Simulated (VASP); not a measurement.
**ZnSe: relaxation of cell and atoms with PBEsol**

ZnSe:

```
CELL_PARAMETERS angstrom
0.00000 2.81659 2.81659
2.81659 0.00000 2.81659
2.81659 2.81659 0.00000
ATOMIC_POSITIONS crystal
Zn 0.00000 0.00000 0.00000
Se 0.75000 0.75000 0.75000
```

```yaml
Program: VASP 6.6.1
Task: relaxation of cell and atoms
Functional: PBEsol
Potentials_or_basis: VASP PAW PBE potentials, release 64 (Zn, Se)
Cutoff: 600 eV
k_mesh: 8 × 8 × 8
Occupations: gaussian, width 0.01 eV
Spin: no spin polarisation
Target_pressure: 1 GPa
Dipole_correction: no
Further_INCAR_settings: ALGO = Normal; EDIFF = 1e-06; IBRION = 2; EDIFFG = -0.002; NSW = 100; ISIF = 3
```

```json
{"Relaxed volume": "22.11 Å³/atom", "Relaxed cell": "a = 3.969 Å, b = 3.969 Å, c = 3.969 Å, α = 60.00°, β = 60.00°, γ = 60.00°", "Space group after relaxing (to 0.05 Å)": "F-43m (No. 216)", "Energy change on relaxing (the enthalpy is what falls)": "+0.9 meV/atom", "Ionic steps": "6", "Pressure after relaxing": "1.0 GPa", "Band gap on the k mesh": "1.29 eV, direct"}
```

Step by step:
| step | energy change (eV) | largest force (eV/Å) | pressure (GPa) | volume (Å³) |
| --- | --- | --- | --- | --- |
| 1 | 0.0000 | 0.0000 | 0.25 | 44.69 |
| 2 | 0.0032 | 0.0000 | 1.43 | 44.02 |
| 3 | 0.0018 | 0.0000 | 1.02 | 44.21 |
| 4 | 0.0018 | 0.0000 | 0.94 | 44.22 |
| 5 | 0.0018 | 0.0000 | 0.98 | 44.22 |
| 6 | 0.0018 | 0.0000 | 1.00 | 44.22 |

Final structure:
```
CELL_PARAMETERS angstrom
0.00000 2.80663 2.80663
2.80663 0.00000 2.80663
2.80663 2.80663 0.00000
ATOMIC_POSITIONS crystal
Zn 0.00000 0.00000 0.00000
Se 0.75000 0.75000 0.75000
```

Levels at points of the mesh, in eV from the valence-band top:
```csv
k point,band 6,band 7,band 8,band 9,band 10,band 11,band 12,band 13
"(0.00, 0.00, 0.00)",-6.27,0.00,0.00,0.00,1.29,5.72,5.72,5.72
"(0.50, 0.00, 0.00)",-6.10,-5.47,-0.92,-0.92,2.49,6.30,6.30,8.48
"(0.50, 0.50, 0.00)",-6.08,-4.92,-2.32,-2.32,2.77,3.36,10.82,11.37
```

Wall time 39 s on 1 thread of AMD EPYC 7R13, on a shared host, peak memory 0.2 GiB.

Caveat: the cell is relaxed towards a set pressure, so the enthalpy falls and the energy may rise; the PAW data sets were made with another functional, which shifts forces and pressure a little.
